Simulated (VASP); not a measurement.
# Si3Br (Fm-3m) in VASP: notebook

The runs below take Si3Br through single point, relaxation of cell and atoms, with PBE.

Everything below comes from runs of VASP 6.6.1. Logs are shortened: lines on timing, memory, paths and dates and some standing lists are left out, and cuts for length are marked.

**1. The cell of the first run**

Symmetry: Fm-3m, No. 225, cubic system. The conventional cell has a = 6.552 Å, b = 6.552 Å, c = 6.552 Å, α = 90.00°, β = 90.00°, γ = 90.00°. Within 3.7 Å of Si (site symmetry -43m) lie 10 Si at 2.84 to 3.28 Å and 4 Br at 2.84 Å. Si (site symmetry m-3m) has 8 Si at 2.84 Å and 6 Br at 3.28 Å within 3.7 Å. Within 3.7 Å of Br (site symmetry m-3m) lie 14 Si at 2.84 to 3.28 Å.

The cell was generated, and may not be a known phase.

**2. Single point, PBE**

INCAR

```
SYSTEM = Si3Br
ALGO = Normal ; EDIFF = 1E-7
ENCUT = 520 ; GGA = PE
ISIF = 2 ; ISMEAR = 0
LASPH = .True. ; LCHARG = .True.
LELF = .True. ; LREAL = .False.
LVHAR = .True. ; LWAVE = .False.
NBANDS = 18 ; NELM = 60
PREC = Accurate ; SIGMA = 0.1
```

KPOINTS

```
k-points
0
Gamma
  4 4 4
  0 0 0
```

POSCAR

```
Si3Br
1.0
    0.0000000000      3.2758203305      3.2758203305
    3.2758203305      0.0000000000      3.2758203305
    3.2758203305      3.2758203305      0.0000000000
Si Br
3 1
Direct
    0.2500000000      0.2500000000      0.2500000000
    0.7500000000      0.7500000000      0.7500000000
    0.5000000000      0.5000000000      0.5000000000
    0.0000000000      0.0000000000      0.0000000000
```

Potentials or basis: VASP PAW PBE potentials, release 64 (Si, Br).

Started as:

```bash
$ cat potpaw_PBE.64/Si/POTCAR potpaw_PBE.64/Br/POTCAR > POTCAR
$ mpirun -np 1 vasp_std > vasp.out
```

OUTCAR:

```text
SYSTEM = Si3Br
   EDIFF = 1E-7
   ENCUT = 520
   GGA = PE
   ISIF = 2
   ISMEAR = 0
   LASPH = .True.
   LREAL = .False.
   NELM = 60
   PREC = Accurate

 ion  position               nearest neighbor table
   1  0.250  0.250  0.250-   4 2.84   4 2.84   4 2.84   3 2.84   4 2.84   3 2.84   3 2.84   3 2.84

   2  0.750  0.750  0.750-   3 2.84   3 2.84   3 2.84   3 2.84   4 2.84   4 2.84   4 2.84   4 2.84

   3  0.500  0.500  0.500-   1 2.84   1 2.84   1 2.84   1 2.84   2 2.84   2 2.84   2 2.84   2 2.84

   4  0.000  0.000  0.000-   2 2.84   2 2.84   2 2.84   1 2.84   2 2.84   1 2.84   1 2.84   1 2.84

  LATTYP: Found a face centered cubic cell.
 ALAT       =     6.5516406610

  Lattice vectors:

 A1 = (   0.0000000000,   3.2758203305,   3.2758203305)
 A2 = (   3.2758203305,   0.0000000000,   3.2758203305)
 A3 = (   3.2758203305,   3.2758203305,   0.0000000000)

Analysis of symmetry for initial positions (statically):
=====================================================================
 Subroutine PRICEL returns:
 Original cell was already a primitive cell.

 Routine SETGRP: Setting up the symmetry group for a
 face centered cubic supercell.

 Subroutine GETGRP returns: Found 48 space group operations
 (whereof 48 operations were pure point group operations)
 out of a pool of 48 trial point group operations.

The static configuration has the point symmetry O_h .

Analysis of symmetry for dynamics (positions and initial velocities):
=====================================================================
 Subroutine PRICEL returns:
 Original cell was already a primitive cell.

 Routine SETGRP: Setting up the symmetry group for a
 face centered cubic supercell.

 Subroutine GETGRP returns: Found 48 space group operations
 (whereof 48 operations were pure point group operations)
 out of a pool of 48 trial point group operations.

The dynamic configuration has the point symmetry O_h .

 Subroutine INISYM returns: Found 48 space group operations
 (whereof 48 operations are pure point group operations),
 and found     1 'primitive' translations

----------------------------------------------------------------------------------------

                                     Primitive cell

  volume of cell :      70.3056

  direct lattice vectors                    reciprocal lattice vectors
     0.000000000  3.275820331  3.275820331    -0.152633524  0.152633524  0.152633524
     3.275820331  0.000000000  3.275820331     0.152633524 -0.152633524  0.152633524
     3.275820331  3.275820331  0.000000000     0.152633524  0.152633524 -0.152633524

  length of vectors
     4.632709539  4.632709539  4.632709539     0.264369018  0.264369018  0.264369018

  position of ions in fractional coordinates (direct lattice)
     0.250000000  0.250000000  0.250000000
     0.750000000  0.750000000  0.750000000
     0.500000000  0.500000000  0.500000000
     0.000000000  0.000000000  0.000000000

  ion indices of the primitive-cell ions
   primitive index   ion index
                 1           1
                 2           2
                 3           3
                 4           4

----------------------------------------------------------------------------------------

 KPOINTS: k-points

Automatic generation of k-mesh.
 Grid dimensions read from file:
 generate k-points for:    4    4    4

 Generating k-lattice:

  Cartesian coordinates                     Fractional coordinates (reciprocal lattice)
    -0.038158381  0.038158381  0.038158381     0.250000000  0.000000000  0.000000000
     0.038158381 -0.038158381  0.038158381     0.000000000  0.250000000  0.000000000
     0.038158381  0.038158381 -0.038158381     0.000000000  0.000000000  0.250000000

  Length of vectors
     0.066092254  0.066092254  0.066092254

  Shift w.r.t. Gamma in fractional coordinates (k-lattice)
     0.000000000  0.000000000  0.000000000

 Subroutine IBZKPT returns following result:
 ===========================================

 Found      8 irreducible k-points:

 Following reciprocal coordinates:
            Coordinates               Weight
  0.000000  0.000000  0.000000      1.000000
  0.250000  0.000000  0.000000      8.000000
  0.500000  0.000000  0.000000      4.000000
  0.250000  0.250000  0.000000      6.000000
  0.500000  0.250000  0.000000     24.000000
 -0.250000  0.250000  0.000000     12.000000
  0.500000  0.500000  0.000000      3.000000
 -0.250000  0.500000  0.250000      6.000000
   k-points           NKPTS =      8   k-points in BZ     NKDIM =      8   number of bands    NBANDS=     18
   number of dos      NEDOS =    301   number of ions     NIONS =      4
   total plane-waves  NPLWV =  46656
   dimension x,y,z NGX =    36 NGY =   36 NGZ =   36
   dimension x,y,z NGXF=    72 NGYF=   72 NGZF=   72
   ions per type =               3   1
   NGX,Y,Z   is equivalent  to a cutoff of  12.92, 12.92, 12.92 a.u.
   NGXF,Y,Z  is equivalent  to a cutoff of  25.84, 25.84, 25.84 a.u.
 SYSTEM =  Si3Br
   PREC   = accura    normal or accurate (medium, high low for compatibility)
   ISTART =      0    job   : 0-new  1-cont  2-samecut
   ICHARG =      2    charge: 1-file 2-atom 10-const
   ISPIN  =      1    spin polarized calculation?
   LNONCOLLINEAR =      F non collinear calculations
   LSORBIT =      F    spin-orbit coupling
   LASPH  =      T    aspherical Exc in radial PAW
   ENCUT  =  520.0 eV  38.22 Ry    6.18 a.u.   8.61  8.61  8.61*2*pi/ulx,y,z
   NELM   =     60;   NELMIN=  2; NELMDL= -5     # of ELM steps
   EDIFF  = 0.1E-06   stopping-criterion for ELM
   LREAL  =      F    real-space projection
   EDIFFG = 0.1E-05   stopping-criterion for IOM
   NSW    =      0    number of steps for IOM
   IBRION =     -1    ionic relax: 0-MD 1-quasi-New 2-CG
   NFREE  =      0    steps in history (QN), initial steepest desc. (CG)
   ISIF   =      2    stress and relaxation
   ISYM   =      2    0-nonsym 1-usesym 2-fastsym
   POTIM  = 0.5000    time-step for ionic-motion
   TEBEG  =    0.0;   TEEND  =   0.0 temperature during run
   PSTRESS=    0.0 pullay stress
   NELECT =      19.0000    total number of electrons
   NUPDOWN=      -1.0000    fix difference up-down
   EMIN   =  10.00;   EMAX   =-10.00  energy-range for DOS
   EFERMI =   0.00;   METHOD = LEGACY
   ISMEAR =     0;   SIGMA  =   0.10  broadening in eV -4-tet -1-fermi 0-gaus
   EFERMI_NEDOS =   21; number of points for ismear=-14 and -15
   IALGO  =     38    algorithm
   IMIX   =      4    mixing-type and parameters
     AMIX     =   0.40;   BMIX     =  1.00
     AMIX_MAG =   1.60;   BMIX_MAG =  1.00
  volume/ion in A,a.u.               =      17.58       118.61
  Fermi-wavevector in a.u.,A,eV,Ry     =   1.058431  2.000145 15.242288  1.120277
  Thomas-Fermi vector in A             =   2.193740
   LORBIT       =      0    0 simple, 1 ext, 2 COOP (PROOUT), +10 PAW based schemes
   GGA     = PE    functional components
   LHFCALC =     F    Hartree Fock is set to
   AEXX    =    0.0000 exact exchange contribution
   IVDW    =     0    specifies the selected vdW correction
   LEPSILON=     F    determine dielectric tensor
   LRPA    =     F    only Hartree local field effects (RPA)
 non-spin polarized calculation
 Gauss-broadening in eV      SIGMA  =   0.10
  energy-cutoff  :      520.00
  volume of cell :       70.31
 maximum number of plane-waves:      1924
 NGX is ok and might be reduce to    36
   NGX = 17   NGY = 17   NGZ = 17

 number of electron      19.0000000 magnetization

 Free energy of the ion-electron system (eV)
  ---------------------------------------------------
  ext. energy  EPLUGINS =         0.00000000
  ---------------------------------------------------
  free energy    TOTEN  =       -14.81461288 eV

  energy without entropy =      -14.79895764  energy(sigma->0) =      -14.80678526

 E-fermi :   7.7142     XC(G=0): -10.6370

 val. band max:        7.6904383164   @ k =  -0.2500   0.2500   0.0000
 cond. band min:       8.0373543807   @ k =  -0.2500   0.5000   0.2500
 fundamental gap:      0.3469160643
 Fermi energy:         7.7141945870

 k-point     1 :       0.0000    0.0000    0.0000
  band No.  band energies     occupation
      1      -9.3671      2.00000
      2      -1.9169      2.00000
      3       2.5801      2.00000
      4       2.5801      2.00000
      5       2.5801      2.00000
      6       3.3895      2.00000
[... 10 lines left out ...]
     17      14.8536      0.00000
     18      14.8536      0.00000

 k-point     2 :       0.2500    0.0000    0.0000
  band No.  band energies     occupation
      1      -9.1622      2.00000
      2      -2.3772      2.00000
      3       1.0985      2.00000
      4       2.2858      2.00000
      5       2.2858      2.00000
      6       3.8095      2.00000
[... 10 lines left out ...]
     17      13.9053      0.00000
     18      13.9053      0.00000

 k-point     3 :       0.5000    0.0000    0.0000
  band No.  band energies     occupation
      1      -8.9299      2.00000
      2      -2.8497      2.00000
      3       0.1664      2.00000
      4       2.0958      2.00000
      5       2.0958      2.00000
      6       2.9925      2.00000
[... 10 lines left out ...]
     17      17.0626      0.00000
     18      17.0627      0.00000

 k-point     4 :       0.2500    0.2500    0.0000
  band No.  band energies     occupation
      1      -9.0982      2.00000
      2      -2.3243      2.00000
      3       1.5156      2.00000
      4       1.5156      2.00000
      5       1.8193      2.00000
      6       1.9823      2.00000
[... 10 lines left out ...]
     17      12.7559      0.00000
     18      15.5202      0.00000

 k-point     5 :       0.5000    0.2500    0.0000
  band No.  band energies     occupation
      1      -8.8711      2.00000
      2      -2.3647      2.00000
      3      -0.7164      2.00000
      4       1.0613      2.00000
      5       1.3345      2.00000
      6       3.8691      2.00000
[... 10 lines left out ...]
     17      14.6681      0.00000
     18      16.0261      0.00000

 k-point     6 :      -0.2500    0.2500    0.0000
  band No.  band energies     occupation
      1      -8.9434      2.00000
      2      -2.4296      2.00000
      3      -0.6275      2.00000
      4       1.7857      2.00000
      5       1.9669      2.00000
      6       3.6446      2.00000
[... 10 lines left out ...]
     17      15.2323      0.00000
     18      16.4480      0.00000

 k-point     7 :       0.5000    0.5000    0.0000
  band No.  band energies     occupation
      1      -8.8061      2.00000
      2      -2.2326      2.00000
      3      -0.2596      2.00000
      4       0.8656      2.00000
      5       0.8656      2.00000
      6       1.0494      2.00000
[... 10 lines left out ...]
     17      13.9725      0.00000
     18      14.1986      0.00000

 k-point     8 :      -0.2500    0.5000    0.2500
  band No.  band energies     occupation
      1      -8.7984      2.00000
      2      -1.4222      2.00000
      3      -1.4222      2.00000
      4      -1.0113      2.00000
      5       3.2365      2.00000
      6       4.1675      2.00000
[... 10 lines left out ...]
     17      16.0574      0.00000
     18      17.0426      0.00000

------------------------ aborting loop because EDIFF is reached ----------------------------------------

  FORCE on cell =-STRESS in cart. coord.  units (eV):
  Direction    XX          YY          ZZ          XY          YZ          ZX
  --------------------------------------------------------------------------------------
  -------------------------------------------------------------------------------------
  Total       -0.0963725     -0.0963725     -0.0963725      0.0000000      0.0000000      0.0000000
  in kB       -2.1962080     -2.1962080     -2.1962080      0.0000000      0.0000000      0.0000000
  external PRESSURE =      -2.1962080 kB  Pullay stress =       0.0000000 kB

 VOLUME and BASIS-vectors are now :
 -----------------------------------------------------------------------------
  energy-cutoff  :      520.00
  volume of cell :       70.31
      direct lattice vectors                 reciprocal lattice vectors
     0.000000000  3.275820331  3.275820331    -0.152633524  0.152633524  0.152633524
     3.275820331  0.000000000  3.275820331     0.152633524 -0.152633524  0.152633524
     3.275820331  3.275820331  0.000000000     0.152633524  0.152633524 -0.152633524

 POSITION                                       TOTAL-FORCE (eV/Angst)
 -----------------------------------------------------------------------------------
      1.63791      1.63791      1.63791         0.000000      0.000000     -0.000000
      4.91373      4.91373      4.91373        -0.000000      0.000000     -0.000000
      3.27582      3.27582      3.27582        -0.000000     -0.000000      0.000000
      0.00000      0.00000      0.00000        -0.000000     -0.000000      0.000000
 -----------------------------------------------------------------------------------
    total drift:                               -0.000000      0.000000      0.000000

  FREE ENERGIE OF THE ION-ELECTRON SYSTEM (eV)
  ---------------------------------------------------
  free  energy   TOTEN  =       -14.8146128751 eV

  energy  without entropy=      -14.7989576447  energy(sigma->0) =      -14.80678526
```

Wall time 24 s (1 thread of Intel Xeon 8259CL, shared host); peak memory 0.2 GiB.

What came out:

| Quantity | Value |
| --- | --- |
| Free energy | -14.8146 eV |
| Pressure | -0.2 GPa |
| Band gap on the k mesh | zero (an odd number of electrons rules out a gap without spin polarisation) |

Levels at points of the mesh, in eV from the Fermi level:
| k point | band 5 | band 6 | band 7 | band 8 | band 9 | band 10 | band 11 | band 12 | band 13 | band 14 |
| --- | --- | --- | --- | --- | --- | --- | --- | --- | --- | --- |
| (0.00, 0.00, 0.00) | -5.13 | -4.32 | -2.26 | -2.26 | -2.26 | -1.64 | -0.99 | -0.99 | -0.99 | 2.98 |
| (0.50, 0.00, 0.00) | -5.62 | -4.72 | -3.04 | -3.04 | -1.54 | 0.63 | 1.55 | 1.55 | 3.30 | 3.30 |
| (0.50, 0.50, 0.00) | -6.85 | -6.66 | -1.00 | -0.28 | -0.28 | 1.25 | 2.51 | 2.51 | 3.96 | 4.34 |

Caveat: the k points lie up to 0.42 Å⁻¹ apart, too coarse for converged energies and pressures of a metal; an odd number of electrons without spin polarisation forces a metal; a magnetic or distorted state may lie lower.

**3. Single point, PBE**

This run uses another cell than the first one, of 23.57 Å³/atom.

INCAR

```
PREC = Accurate
ENCUT = 520
EDIFF = 1E-6
ISMEAR = 0
SIGMA = 0.1
LREAL = False
LASPH = True
NELM = 80
ALGO = Normal
ISIF = 2
LWAVE = False
LCHARG = True
GGA = PE
LELF = True
LVHAR = True
NBANDS = 18
```

KPOINTS

```
regular mesh
0
Gamma
  4 4 4
```

POSCAR

```
Si3Br
1.0
    0.0000000000      3.6124783600      3.6124783600
    3.6124783600      0.0000000000      3.6124783600
    3.6124783600      3.6124783600      0.0000000000
Si Br
3 1
Direct
    0.2500000000      0.2500000000      0.2500000000
    0.7500000000      0.7500000000      0.7500000000
    0.5000000000      0.5000000000      0.5000000000
    0.0000000000      0.0000000000      0.0000000000
```

Potentials or basis: VASP PAW PBE potentials, release 64 (Si, Br).

Started as:

```bash
$ cat potpaw_PBE.64/Si/POTCAR potpaw_PBE.64/Br/POTCAR > POTCAR
$ mpirun -np 1 vasp_std > vasp.out
```

Wall time 31 s (1 thread of Intel Xeon 8259CL, shared host); peak memory 0.23 GiB.

It converged, with:

```
Free energy            : -13.8570 eV
Pressure               : -9.2 GPa
Band gap on the k mesh : zero (an odd number of electrons rules out a gap without spin polarisation)
```

Levels at points of the mesh, in eV from the Fermi level:
```
           k point  band 5  band 6  band 7  band 8  band 9  band 10  band 11  band 12  band 13  band 14
(0.00, 0.00, 0.00)   -3.82   -3.82   -3.33   -1.30   -1.30    -1.30    -0.60    -0.60    -0.60     3.87
(0.50, 0.00, 0.00)   -4.16   -4.16   -2.00   -2.00   -2.00    -0.02     1.36     1.36     2.96     3.08
(0.50, 0.50, 0.00)   -5.05   -5.05   -1.59   -0.35   -0.35     0.45     2.11     2.11     2.53     3.18
```

Caveat: the k points lie up to 0.38 Å⁻¹ apart, too coarse for converged energies and pressures of a metal; an odd number of electrons without spin polarisation forces a metal; a magnetic or distorted state may lie lower.

**4. Relaxation of cell and atoms, PBE**

This run uses another cell than the first one, of 23.57 Å³/atom.

INCAR

```
  ALGO = Normal
  EDIFF = 1E-6
  EDIFFG = -0.04
  ENCUT = 600
  GGA = PE
  IBRION = 2
  ISIF = 3
  ISMEAR = 0
  LASPH = True
  LCHARG = False
  LREAL = False
  LWAVE = False
  NELM = 100
  NSW = 90
  PREC = Accurate
  SIGMA = 0.1
```

KPOINTS

```
k-points
0
Gamma
  4 4 4
```

POSCAR is that of step 3.

Started as:

```bash
$ cat potpaw_PBE.64/Si/POTCAR potpaw_PBE.64/Br/POTCAR > POTCAR
$ mpirun -np 1 vasp_std > vasp.out
```

Run time: 92 s. Hardware: 1 thread of Intel Xeon 8259CL, shared host; peak memory 0.27 GiB.

The run converged. Its results:

```yaml
Free_energy: -14.8157 eV
Relaxed_volume: 17.48 Å³/atom
Relaxed_cell: a = 4.624 Å, b = 4.624 Å, c = 4.624 Å, α = 60.00°, β = 60.00°, γ = 60.00°
Space_group_after_relaxing_to_0.1_Å: Fm-3m (No. 225)
Energy_gained_by_relaxing: 239.7 meV/atom
Ionic_steps: 4
Pressure_after_relaxing: 0.2 GPa
```

The path:
| step | energy change (eV) | largest force (eV/Å) | pressure (GPa) | volume (Å³) |
| --- | --- | --- | --- | --- |
| 1 | 0.0000 | 0.0000 | -9.21 | 94.29 |
| 2 | -0.8422 | 0.0000 | -4.95 | 76.98 |
| 3 | -0.9560 | 0.0000 | -0.88 | 71.05 |
| 4 | -0.9587 | 0.0000 | 0.17 | 69.92 |

Final structure:
```cif
data_structure
_symmetry_space_group_name_H-M 'P 1'
_symmetry_Int_Tables_number 1
_cell_length_a 4.6242
_cell_length_b 4.6242
_cell_length_c 4.6242
_cell_angle_alpha 60.000
_cell_angle_beta 60.000
_cell_angle_gamma 60.000
_cell_volume 69.92
loop_
_atom_site_label
_atom_site_type_symbol
_atom_site_fract_x
_atom_site_fract_y
_atom_site_fract_z
_atom_site_occupancy
Si1 Si 0.25000 0.25000 0.25000 1
Si2 Si 0.75000 0.75000 0.75000 1
Si3 Si 0.50000 0.50000 0.50000 1
Br1 Br 0.00000 0.00000 0.00000 1
```

Levels at points of the mesh, in eV from the Fermi level:
```
           k point  band 5  band 6  band 7  band 8  band 9  band 10  band 11  band 12  band 13
(0.00, 0.00, 0.00)   -5.17   -4.32   -2.29   -2.29   -2.29    -1.60    -1.00    -1.00    -1.00
(0.50, 0.00, 0.00)   -5.66   -4.72   -3.07   -3.07   -1.54     0.64     1.55     1.55     3.29
(0.50, 0.50, 0.00)   -6.89   -6.68   -0.99   -0.29   -0.29     1.26     2.51     2.51     3.98
```

Caveat: the k points lie up to 0.42 Å⁻¹ apart in the final cell; the volume moved by over 15 % at a fixed basis, so the end points are rough; the highest band is partly filled, so the run has too few bands.

(Part 1 of 2 ends here.)

The gap in the log of VASP goes by the Fermi energy; the results here count the filled bands.